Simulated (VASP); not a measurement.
FeO, 4 atoms in the cell. The typed cell holds 4 atoms: a = 5.303 Å, b = 5.303 Å, c = 5.303 Å, α = 33.56°, β = 33.56°, γ = 33.56°. 

* Program: VASP 6.6.1
* Task: single point
* Functional: PBE
* Potentials or basis: VASP PAW PBE potentials, release 64 (Fe, O)
* Cutoff: 520 eV
* k mesh: 4 × 4 × 4
* Occupations: fermi-dirac, width 0.1 eV
* Spin: collinear spin, antiferromagnetic start
* Starting moments: [4.4, -4.4, 0.0, 0.0] μB
* Hubbard terms: Fe d U = 5.3 eV
* Dipole correction: no
* Further INCAR settings: ALGO = Normal; EDIFF = 1e-06; NBANDS = 26; ISYM = 0

Potentials or basis: VASP PAW PBE potentials, release 64 (Fe, O).

Run with:

```bash
$ cat potpaw_PBE.64/Fe/POTCAR potpaw_PBE.64/O/POTCAR > POTCAR
$ mpirun -np 1 vasp_std > vasp.out
```

Hardware: 1 thread of AMD EPYC 7R13, on a shared host.

**Question.** How long does it take, and how much memory?

**Answer.** Run time: 15 min on 1 thread of AMD EPYC 7R13, with other jobs on the host, peak memory 0.29 GiB. Counts: scf iterations 39, k points 36.
